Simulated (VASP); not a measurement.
Input of a VASP 6.6.1 run:

The input POSCAR:

```
CdTe
1.0
    0.0000000000      3.0665640000      3.0665640000
    3.0665640000      0.0000000000      3.0665640000
    3.0665640000      3.0665640000      0.0000000000
Cd Te
1 1
Direct
    0.0000000000      0.0000000000      0.0000000000
    0.5000000000      0.5000000000      0.5000000000
```

INCAR.step1

```
SYSTEM = CdTe
ALGO     = Normal         ! electronic algorithm
EDIFF    = 1E-5           ! SCF threshold, eV
ENCUT    = 440            ! plane-wave cutoff, eV
GGA      = PE             ! functional
GGA_COMPAT= .FALSE.      
ISMEAR   = -1             ! smearing method
LASPH    = .TRUE.         ! aspherical terms in the spheres
LCHARG   = .FALSE.        ! write CHGCAR
LREAL    = .FALSE.        ! projectors in reciprocal space
LWAVE    = .TRUE.         ! write WAVECAR
NBANDS   = 16             ! bands
NELM     = 120            ! most SCF steps
PREC     = Accurate       ! precision mode
SIGMA    = 0.05           ! smearing width, eV
```

Contents of INCAR.step2:

```
SYSTEM = CdTe
ALGO     = Normal         ! electronic algorithm
EDIFF    = 1E-8           ! SCF threshold, eV
ENCUT    = 440            ! plane-wave cutoff, eV
GGA_COMPAT= .FALSE.      
ISIF     = 2              ! what is computed and relaxed
ISMEAR   = -1             ! smearing method
ISTART   = 1            
LASPH    = .TRUE.         ! aspherical terms in the spheres
LCHARG   = .FALSE.        ! write CHGCAR
LEFG     = .TRUE.       
LMIXTAU  = .TRUE.       
LREAL    = .FALSE.        ! projectors in reciprocal space
LWAVE    = .FALSE.        ! write WAVECAR
METAGGA  = R2SCAN         ! meta-GGA
NBANDS   = 16             ! bands
NELM     = 120            ! most SCF steps
PREC     = Accurate       ! precision mode
SIGMA    = 0.05           ! smearing width, eV
```

KPOINTS

```
k-points
0
G
  10 10 10
  0 0 0
```

Potentials or basis: VASP PAW PBE potentials, release 64 (Cd, Te).

The run is started by

```bash
$ cat potpaw_PBE.64/Cd/POTCAR potpaw_PBE.64/Te/POTCAR > POTCAR
$ cp INCAR.step1 INCAR
$ mpirun -np 1 vasp_std > vasp.out
$ cp INCAR.step2 INCAR
$ mpirun -np 1 vasp_std > vasp.out
```

Question: Predict the pressure.

Answer: -1.3 GPa.

Question: What does it give for the band gap on the k mesh?

Answer: Zero (band 9 reaches 3.65 eV, above the bottom of band 10 at 2.65 eV).

Caveat: without QUAD_EFG the Cq values of the log hold for a quadrupole moment of 1 mb, not for the nuclei; the PAW data sets were made with another functional, which shifts forces and pressure a little; spin-orbit coupling is left out, which moves the levels of the heavy elements.
